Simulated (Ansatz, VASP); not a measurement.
# One calculation of MgO, two programs

```
Mg O
1.0
     3.48638    0.00000    0.00000
    -1.74319    3.01929    0.00000
     0.00000    0.00000    4.17804
Mg O
2 2
Cartesian
  1.7432 1.0064 3.1335
  0.0000 2.0129 1.0445
  1.6371 0.9004 0.8945
  0.0000 2.0129 3.1335
```

Alike in both runs: task single point; functional r2SCAN; k mesh 6 × 6 × 6; no spin polarisation.

|  | VASP | Ansatz |
| --- | --- | --- |
| version | VASP 6.6.1 | Ansatz 0.2.0 |
| potentials or method | VASP PAW PBE potentials, release 64 (Mg, O), cutoff 520 eV | scalar-relativistic, plane waves, PAW |
| occupations | methfessel-paxton of order 1, width 0.02 eV | cold, width 0.02 eV |
| valence electrons in the cell | 16 | 32 |

|  | VASP | Ansatz | Ansatz less VASP |
| --- | --- | --- | --- |
| gap on the k mesh at the Fermi level (eV) | 4.04 | 4.05 | +0.014 |
| least direct gap on the mesh (eV) | 4.04 | 4.05 | +0.014 |
| pressure (GPa) | 1.4 | 2.2 | +0.74 |
| traceless stress, the component that is largest in VASP (GPa) | -4.38 | -4.42 | -0.034 |
| rms of the force components (eV/Å) | 0.804 | 0.796 | -0.0075 |

VASP's potentials were made for PBE, not for r2SCAN. Atom by atom the forces differ by 0.008 eV/Å (rms over components). VASP's potentials hold 16 valence electrons a cell and Ansatz's 32, so a difference there can come from the potentials and not from the codes.
